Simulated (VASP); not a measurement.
# Zn (P6_3/mmc) in VASP: further runs

Zn is run at these levels: PBE; tasks: single point.

Everything below comes from runs of VASP 6.6.1. Logs are shortened: lines on timing, memory, paths and dates and some standing lists are left out, and cuts for length are marked.

### 1 The cell of the first run

Symmetry: P6_3/mmc, No. 194, hexagonal system. The conventional cell has a = 2.785 Å, b = 2.785 Å, c = 4.512 Å, α = 90.00°, β = 90.00°, γ = 120.00°. Within 3.7 Å of Zn (site symmetry -6m2) lie 12 Zn at 2.77 to 2.79 Å.

### 2 Single point, PBE

Contents of INCAR:

```
SYSTEM = Zn
ALGO = Normal ; EDIFF = 1E-6
ENCUT = 500 ; GGA = PE
GGA_COMPAT = .FALSE. ; ISIF = 2
ISMEAR = -1 ; LASPH = .TRUE.
LCHARG = .FALSE. ; LREAL = .FALSE.
LWAVE = .FALSE. ; NBANDS = 19
NELM = 120 ; PREC = Accurate
SIGMA = 0.0816
```

Contents of KPOINTS:

```
k-points
0
G
  11 11 6
  0 0 0
```

Contents of POSCAR:

```
Zn
1.0
    2.7850770257      0.0000000000      0.0000000000
   -1.3925385129      2.4119474558      0.0000000000
    0.0000000000      0.0000000000      4.5118247817
Zn
2
Direct
    0.3333333330      0.6666666670      0.2500000000
    0.6666666670      0.3333333330      0.7500000000
```

Potentials or basis: VASP PAW PBE potentials, release 64 (Zn).

The run is started by

```bash
> cat potpaw_PBE.64/Zn/POTCAR > POTCAR
> mpirun -np 1 vasp_std > vasp.out
```

OUTCAR:

```text
SYSTEM = Zn
   EDIFF = 1E-6
   ENCUT = 500
   GGA = PE
   ISIF = 2
   ISMEAR = -1
   LASPH = .TRUE.
   LREAL = .FALSE.
   NELM = 120
   PREC = Accurate

 ion  position               nearest neighbor table
   1  0.333  0.667  0.250-   2 2.77   2 2.77   2 2.77   2 2.77   2 2.77   2 2.77
   2  0.667  0.333  0.750-   1 2.77   1 2.77   1 2.77   1 2.77   1 2.77   1 2.77

  LATTYP: Found a hexagonal cell.
 ALAT       =     2.7850770257
 C/A-ratio  =     1.6200000000

  Lattice vectors:

 A1 = (   2.7850770257,   0.0000000000,   0.0000000000)
 A2 = (  -1.3925385129,   2.4119474558,   0.0000000000)
 A3 = (   0.0000000000,   0.0000000000,   4.5118247817)

Analysis of symmetry for initial positions (statically):
=====================================================================
 Subroutine PRICEL returns:
 Original cell was already a primitive cell.

 Routine SETGRP: Setting up the symmetry group for a
 hexagonal supercell.

 Subroutine GETGRP returns: Found 24 space group operations
 (whereof 12 operations were pure point group operations)
 out of a pool of 24 trial point group operations.

The static configuration has the point symmetry D_3d.
 The point group associated with its full space group is D_6h.

Analysis of symmetry for dynamics (positions and initial velocities):
=====================================================================
 Subroutine PRICEL returns:
 Original cell was already a primitive cell.

 Routine SETGRP: Setting up the symmetry group for a
 hexagonal supercell.

 Subroutine GETGRP returns: Found 24 space group operations
 (whereof 12 operations were pure point group operations)
 out of a pool of 24 trial point group operations.

The dynamic configuration has the point symmetry D_3d.
 The point group associated with its full space group is D_6h.

 Subroutine INISYM returns: Found 24 space group operations
 (whereof 12 operations are pure point group operations),
 and found     1 'primitive' translations

----------------------------------------------------------------------------------------

                                     Primitive cell

  volume of cell :      30.3080

  direct lattice vectors                    reciprocal lattice vectors
     2.785077026  0.000000000  0.000000000     0.359056497  0.207301365  0.000000000
    -1.392538513  2.411947456  0.000000000     0.000000000  0.414602730  0.000000000
     0.000000000  0.000000000  4.511824782     0.000000000  0.000000000  0.221639813

  length of vectors
     2.785077026  2.785077026  4.511824782     0.414602730  0.414602730  0.221639813

  position of ions in fractional coordinates (direct lattice)
     0.333333333  0.666666667  0.250000000
     0.666666667  0.333333333  0.750000000

  ion indices of the primitive-cell ions
   primitive index   ion index
                 1           1
                 2           2

----------------------------------------------------------------------------------------

 KPOINTS: k-points

Automatic generation of k-mesh.
 Grid dimensions read from file:
 generate k-points for:   11   11    6

 Generating k-lattice:

  Cartesian coordinates                     Fractional coordinates (reciprocal lattice)
     0.032641500  0.018845579  0.000000000     0.090909091 -0.000000000  0.000000000
     0.000000000  0.037691157  0.000000000     0.000000000  0.090909091  0.000000000
     0.000000000  0.000000000  0.036939969     0.000000000  0.000000000  0.166666667

  Length of vectors
     0.037691157  0.037691157  0.036939969

  Shift w.r.t. Gamma in fractional coordinates (k-lattice)
     0.000000000  0.000000000  0.000000000

 Subroutine IBZKPT returns following result:
 ===========================================

 Found     64 irreducible k-points:

 Following reciprocal coordinates:
            Coordinates               Weight
  0.000000  0.000000  0.000000      1.000000
  0.090909 -0.000000  0.000000      6.000000
  0.181818 -0.000000  0.000000      6.000000
  0.272727 -0.000000  0.000000      6.000000
  0.363636 -0.000000  0.000000      6.000000
  0.454545 -0.000000  0.000000      6.000000
[... 16 lines left out ...]
  0.090909  0.090909  0.166667     12.000000
  0.181818  0.090909  0.166667     24.000000
 [... further k-points ...]
   k-points           NKPTS =     64   k-points in BZ     NKDIM =     64   number of bands    NBANDS=     19
   number of dos      NEDOS =    301   number of ions     NIONS =      2
   total plane-waves  NPLWV =  14400
   dimension x,y,z NGX =    20 NGY =   20 NGZ =   36
   dimension x,y,z NGXF=    40 NGYF=   40 NGZF=   72
   ions per type =               2
   NGX,Y,Z   is equivalent  to a cutoff of  11.94, 11.94, 13.26 a.u.
   NGXF,Y,Z  is equivalent  to a cutoff of  23.88, 23.88, 26.53 a.u.
 SYSTEM =  Zn
   PREC   = accura    normal or accurate (medium, high low for compatibility)
   ISTART =      0    job   : 0-new  1-cont  2-samecut
   ICHARG =      2    charge: 1-file 2-atom 10-const
   ISPIN  =      1    spin polarized calculation?
   LNONCOLLINEAR =      F non collinear calculations
   LSORBIT =      F    spin-orbit coupling
   LASPH  =      T    aspherical Exc in radial PAW
   ENCUT  =  500.0 eV  36.75 Ry    6.06 a.u.   5.08  5.08  8.23*2*pi/ulx,y,z
   NELM   =    120;   NELMIN=  2; NELMDL= -5     # of ELM steps
   EDIFF  = 0.1E-05   stopping-criterion for ELM
   LREAL  =      F    real-space projection
   EDIFFG = 0.1E-04   stopping-criterion for IOM
   NSW    =      0    number of steps for IOM
   IBRION =     -1    ionic relax: 0-MD 1-quasi-New 2-CG
   NFREE  =      0    steps in history (QN), initial steepest desc. (CG)
   ISIF   =      2    stress and relaxation
   ISYM   =      2    0-nonsym 1-usesym 2-fastsym
   POTIM  = 0.5000    time-step for ionic-motion
   TEBEG  =    0.0;   TEEND  =   0.0 temperature during run
   PSTRESS=    0.0 pullay stress
   NELECT =      24.0000    total number of electrons
   NUPDOWN=      -1.0000    fix difference up-down
   EMIN   =  10.00;   EMAX   =-10.00  energy-range for DOS
   EFERMI =   0.00;   METHOD = LEGACY
   ISMEAR =    -1;   SIGMA  =   0.08  broadening in eV -4-tet -1-fermi 0-gaus
   EFERMI_NEDOS =   21; number of points for ismear=-14 and -15
   IALGO  =     38    algorithm
   IMIX   =      4    mixing-type and parameters
     AMIX     =   0.40;   BMIX     =  1.00
     AMIX_MAG =   1.60;   BMIX_MAG =  1.00
  volume/ion in A,a.u.               =      15.15       102.26
  Fermi-wavevector in a.u.,A,eV,Ry     =   1.514582  2.862145 31.211206  2.293959
  Thomas-Fermi vector in A             =   2.624220
   LORBIT       =      0    0 simple, 1 ext, 2 COOP (PROOUT), +10 PAW based schemes
   GGA     = PE    functional components
   LHFCALC =     F    Hartree Fock is set to
   AEXX    =    0.0000 exact exchange contribution
   IVDW    =     0    specifies the selected vdW correction
   LEPSILON=     F    determine dielectric tensor
   LRPA    =     F    only Hartree local field effects (RPA)
 non-spin polarized calculation
  energy-cutoff  :      500.00
  volume of cell :       30.31
 maximum number of plane-waves:       785
   NGX = 11   NGY = 11   NGZ = 17

 number of electron      24.0000043 magnetization

 Free energy of the ion-electron system (eV)
  ---------------------------------------------------
  ext. energy  EPLUGINS =         0.00000000
  ---------------------------------------------------
  free energy    TOTEN  =        -2.21774782 eV

  energy without entropy =       -2.21242327  energy(sigma->0) =       -2.21508555

 E-fermi :   3.1727     XC(G=0): -11.5859

 val. band max:        3.0322114587   @ k =   0.4545  -0.0000   0.3333
 cond. band min:       3.1756739019   @ k =   0.2727  -0.0000   0.0000
 fundamental gap:      0.1434624432
 Fermi energy:         3.1727095326

 k-point     1 :       0.0000    0.0000    0.0000
  band No.  band energies     occupation
      1      -7.2750      2.00000
      2      -5.2766      2.00000
      3      -4.5398      2.00000
      4      -4.5088      2.00000
      5      -4.5088      2.00000
      6      -4.4195      2.00000
[... 11 lines left out ...]
     18      20.4007      0.00000
     19      21.7620      0.00000

 k-point     2 :       0.0909   -0.0000    0.0000
  band No.  band energies     occupation
      1      -7.0554      2.00000
      2      -5.2082      2.00000
      3      -4.5924      2.00000
      4      -4.4618      2.00000
      5      -4.4603      2.00000
      6      -4.4294      2.00000
[... 11 lines left out ...]
     18      21.7190      0.00000
     19      21.7877      0.00000

 k-point     3 :       0.1818   -0.0000    0.0000
  band No.  band energies     occupation
      1      -6.4242      2.00000
      2      -5.0639      2.00000
      3      -4.6497      2.00000
      4      -4.4934      2.00000
      5      -4.4754      2.00000
      6      -4.3931      2.00000
[... 11 lines left out ...]
     18      18.6572      0.00000
     19      21.4143      0.00000

 k-point     4 :       0.2727   -0.0000    0.0000
  band No.  band energies     occupation
      1      -5.5721      2.00000
      2      -5.0233      2.00000
      3      -4.7204      2.00000
      4      -4.5616      2.00000
      5      -4.4641      2.00000
      6      -4.4583      2.00000
[... 11 lines left out ...]
     18      16.4930      0.00000
     19      20.0436      0.00000

 k-point     5 :       0.3636   -0.0000    0.0000
  band No.  band energies     occupation
      1      -5.1603      2.00000
      2      -5.0836      2.00000
      3      -4.9098      2.00000
      4      -4.5243      2.00000
      5      -4.4011      2.00000
      6      -4.3678      2.00000
[... 11 lines left out ...]
     18      15.9189      0.00000
     19      18.9784      0.00000
[... 334 lines left out ...]
      2      -5.0667      2.00000
      3      -4.8000      2.00000
      4      -4.6187      2.00000
      5      -4.4885      2.00000
      6      -4.3750      2.00000
[... 11 lines left out ...]
     18      16.0498      0.00000
     19      17.7375      0.00000

 k-point    22 :       0.4545   -0.0000    0.1667
  band No.  band energies     occupation
      1      -5.2079      2.00000
      2      -5.1368      2.00000
      3      -4.8549      2.00000
      4      -4.6213      2.00000
      5      -4.5174      2.00000
      6      -4.3087      2.00000
[... 11 lines left out ...]
     18      15.7663      0.00000
     19      17.2173      0.00000

 k-point    23 :       0.0909    0.0909    0.1667
  band No.  band energies     occupation
      1      -6.4276      2.00000
      2      -5.0689      2.00000
      3      -4.6448      2.00000
      4      -4.5167      2.00000
      5      -4.5044      2.00000
      6      -4.4313      2.00000
[... 11 lines left out ...]
     18      18.9624      0.00000
     19      20.0694      0.00000

 k-point    24 :       0.1818    0.0909    0.1667
  band No.  band energies     occupation
      1      -5.6976      2.00000
      2      -4.9433      2.00000
      3      -4.6973      2.00000
      4      -4.6241      2.00000
      5      -4.5312      2.00000
      6      -4.4104      2.00000
[... 11 lines left out ...]
     18      18.6630      0.00000
     19      19.4313      0.00000

 [... further k-points ...]
[... 5 lines left out ...]
  --------------------------------------------------------------------------------------
  -------------------------------------------------------------------------------------
  Total       -0.2815860     -0.2815860      0.0252343      0.0000000      0.0000000      0.0000000
  in kB      -14.8855337    -14.8855337      1.3339661      0.0000000      0.0000000      0.0000000
  external PRESSURE =      -9.4790337 kB  Pullay stress =       0.0000000 kB

 VOLUME and BASIS-vectors are now :
 -----------------------------------------------------------------------------
  energy-cutoff  :      500.00
  volume of cell :       30.31
      direct lattice vectors                 reciprocal lattice vectors
     2.785077026  0.000000000  0.000000000     0.359056497  0.207301365  0.000000000
    -1.392538513  2.411947456  0.000000000     0.000000000  0.414602730  0.000000000
     0.000000000  0.000000000  4.511824782     0.000000000  0.000000000  0.221639813

 POSITION                                       TOTAL-FORCE (eV/Angst)
 -----------------------------------------------------------------------------------
     -0.00000      1.60796      1.12796         0.000000      0.000000      0.000000
      1.39254      0.80398      3.38387        -0.000000     -0.000000      0.000000
 -----------------------------------------------------------------------------------
    total drift:                               -0.000000      0.000000      0.000000

  FREE ENERGIE OF THE ION-ELECTRON SYSTEM (eV)
  ---------------------------------------------------
  free  energy   TOTEN  =        -2.2177478246 eV

  energy  without entropy=       -2.2124232683  energy(sigma->0) =       -2.21508555
```

It took 17 s on 1 thread of Intel Xeon Platinum 8375C at 2.90GHz (Ice Lake), shared host; peak memory 0.15 GiB.

What came out:

* Free energy: -2.2177 eV
* Pressure: -0.9 GPa
* Band gap on the k mesh: zero (bands 12 and 13 overlap by 2.84 eV)

Levels at points of the mesh, in eV from the Fermi level:
| k point | band 8 | band 9 | band 10 | band 11 | band 12 | band 13 | band 14 | band 15 | band 16 | band 17 |
| --- | --- | --- | --- | --- | --- | --- | --- | --- | --- | --- |
| (0.00, 0.00, 0.00) | -7.48 | -7.48 | -7.10 | -7.10 | -2.93 | -1.36 | 14.75 | 14.75 | 16.72 | 16.72 |
| (0.00, 0.00, 0.50) | -7.55 | -7.22 | -7.22 | -7.22 | -7.22 | 7.41 | 7.41 | 16.36 | 16.36 | 16.36 |

### 3 Single point, PBE

Contents of INCAR:

```
ALGO     = Normal         # electronic algorithm
EDIFF    = 1E-6           # SCF threshold, eV
ENCUT    = 500            # plane-wave cutoff, eV
GGA      = PE             # functional
GGA_COMPAT= False        
ISIF     = 2              # what is computed and relaxed
ISMEAR   = -1             # smearing method
LASPH    = True           # aspherical terms in the spheres
LCHARG   = False          # write CHGCAR
LREAL    = False          # projectors in reciprocal space
LWAVE    = False          # write WAVECAR
NBANDS   = 19             # bands
NELM     = 120            # most SCF steps
PREC     = Accurate       # precision mode
SIGMA    = 0.0816         # smearing width, eV
```

Contents of KPOINTS:

```
k-points
0
Gamma
  11 11 6
```

POSCAR is that of step 2.

Potentials or basis: VASP PAW PBE potentials, release 64 (Zn).

The run is started by

```bash
> cat potpaw_PBE.64/Zn/POTCAR > POTCAR
> mpirun -np 1 vasp_std > vasp.out
```

Wall time 17 s (1 thread of Intel Xeon Platinum 8375C at 2.90GHz (Ice Lake), shared host); peak memory 0.15 GiB.

Results (log left out):

* Free energy: -2.2177 eV
* Pressure: -0.9 GPa
* Band gap on the k mesh: zero (bands 12 and 13 overlap by 2.84 eV)

Stress tensor (GPa, compression positive):
```
-1.49  0.00  0.00
 0.00 -1.49  0.00
 0.00  0.00  0.13
```

Levels at points of the mesh, in eV from the Fermi level:
```csv
k point,band 9,band 10,band 11,band 12,band 13,band 14,band 15,band 16
"(0.00, 0.00, 0.00)",-7.48,-7.10,-7.10,-2.93,-1.36,14.75,14.75,16.72
"(0.00, 0.00, 0.50)",-7.22,-7.22,-7.22,-7.22,7.41,7.41,16.36,16.36
```
